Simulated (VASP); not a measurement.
TaN: single point with PBE

Crystal: TaN.

```
Ta N
1.0
     2.86170    0.00000    0.00000
    -1.43085    2.47830    0.00000
     0.00000    0.00000    2.78190
Ta N
1 1
Direct
  0.33333 0.66667 0.50000
  0.00000 0.00000 0.00000
```

```yaml
Program: VASP 6.6.1
Task: single point
Functional: PBE
Potentials_or_basis: VASP PAW PBE potentials, release 64 (Ta_pv, N)
Cutoff: 520 eV
k_mesh: 18 × 18 × 16
Occupations: gaussian, width 0.15 eV
Spin: no spin polarisation
```

| Item | Value |
| --- | --- |
| Pressure | 44.4 GPa |
| Band gap on the k mesh | zero (bands 8 and 9 overlap by 0.45 eV) |

Stress tensor (GPa, compression positive):
```
40.06  0.00  0.00
 0.00 40.06  0.00
 0.00  0.00 53.17
```

Levels at points of the mesh, in eV from the Fermi level:
| k point | band 4 | band 5 | band 6 | band 7 | band 8 | band 9 | band 10 | band 11 | band 12 | band 13 |
| --- | --- | --- | --- | --- | --- | --- | --- | --- | --- | --- |
| (0.00, 0.00, 0.00) | -18.45 | -5.03 | -5.03 | -4.60 | -2.94 | 2.82 | 4.09 | 4.09 | 4.58 | 4.58 |
| (0.50, 0.00, 0.00) | -15.84 | -8.77 | -5.54 | -3.83 | -3.37 | 3.45 | 4.49 | 5.83 | 5.92 | 8.41 |
| (0.00, 0.00, 0.50) | -15.24 | -9.88 | -4.14 | -4.14 | -0.08 | -0.08 | 2.84 | 3.55 | 3.55 | 8.98 |
| (0.50, 0.00, 0.50) | -16.36 | -7.83 | -6.49 | -6.26 | -0.10 | 4.83 | 6.03 | 6.98 | 7.94 | 11.56 |

Wall time 29 s on 1 thread of Intel(R) Xeon(R) 6975P-C (Granite Rapids), with other jobs on the host, peak memory 0.22 GiB.

Caveat: the stress differs along the axes, from 40 to 53 GPa; spin-orbit coupling is left out, which moves the levels of the heavy elements.
